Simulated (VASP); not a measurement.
**H17O8F: single point with r2SCAN+D3(BJ)**

The system is H17O8F.

```
O H F
1.0
     6.49507    0.00000    0.00000
     0.00000    6.49507    0.00000
     0.00000    0.00000    6.49507
O H F
8 17 1
Direct
  0.88772 0.12974 0.30967
  0.20306 0.93479 0.12035
  0.22950 0.15281 0.59773
  0.77059 0.89799 0.88421
  0.52027 0.22491 0.09255
  0.70820 0.77774 0.47661
  0.26007 0.51978 0.86310
  0.37635 0.60149 0.34075
  0.79185 0.21944 0.23716
  0.80460 0.02811 0.38802
  0.06613 0.98975 0.17265
  0.18987 0.92050 0.97507
  0.11429 0.18472 0.51322
  0.30814 0.06682 0.50552
  0.71182 0.01788 0.95175
  0.71269 0.89477 0.74929
  0.48126 0.32722 0.99007
  0.42549 0.11301 0.12127
  0.56560 0.72866 0.46291
  0.79011 0.65922 0.42446
  0.23724 0.41658 0.76013
  0.14389 0.51328 0.95115
  0.33541 0.71148 0.24471
  0.41174 0.47553 0.26455
  0.83533 0.70723 0.00741
  0.88954 0.60012 0.09138
```

```
Program                : VASP 6.6.1
Task                   : single point
Functional             : r2SCAN
Dispersion             : D3(BJ)
Potentials or basis    : VASP PAW PBE potentials, release 64 (O, H, F)
Cutoff                 : 580 eV
k mesh                 : 1 × 1 × 1
Occupations            : fermi-dirac, width 0.02 eV
Spin                   : no spin polarisation
Dipole correction      : no
Further INCAR settings : ALGO = Normal; EDIFF = 1e-06; NBANDS = 55
```

* Pressure: -0.7 GPa
* Largest force: 1.744 eV/Å
* Dispersion energy per atom: -0.016 eV

Forces on the atoms (eV/Å):
```
O   -0.103 -0.213  0.478
O   -0.511  0.535  1.183
O    0.806 -0.255  0.399
O    0.204  0.467  0.894
O    1.628  0.416  0.468
O    0.780 -0.452  0.159
O    1.113  0.192 -0.169
O   -0.122 -0.100 -0.202
H   -0.080 -0.210  0.048
H    0.244  0.125 -0.546
H    1.076 -0.206 -0.331
H   -0.186 -0.198 -0.817
H   -1.141  0.305 -0.597
H    0.214 -0.025  0.195
H   -0.060 -0.025  0.229
H   -0.020 -0.578 -0.993
H   -0.880 -0.478  0.033
H   -0.988  0.254 -0.636
H   -0.031 -0.430 -0.409
H   -0.572  1.211  0.312
H    0.046 -0.403 -0.565
H   -0.966  0.101  0.737
H   -0.204 -0.651 -0.043
H   -0.138  0.733  0.185
H   -0.444  0.967 -0.612
F    0.336 -1.083  0.602
```

Stress tensor (GPa, compression positive):
```
 0.04  1.07  1.24
 1.07 -2.68  0.21
 1.24  0.21  0.61
```

Levels at points of the mesh, in eV from the Fermi level:
| k point | band 33 | band 34 | band 35 | band 36 | band 37 | band 38 | band 39 | band 40 |
| --- | --- | --- | --- | --- | --- | --- | --- | --- |
| (0.00, 0.00, 0.00) | -1.02 | -0.97 | -0.61 | -0.47 | 4.84 | 8.08 | 8.48 | 8.70 |

Wall time 5.1 min on 1 thread of Intel Xeon 8259CL, with other jobs on the host, peak memory 0.42 GiB.

Caveat: the k points lie up to 0.97 Å⁻¹ apart; the PAW data sets were made with another functional, which shifts forces and pressure a little.
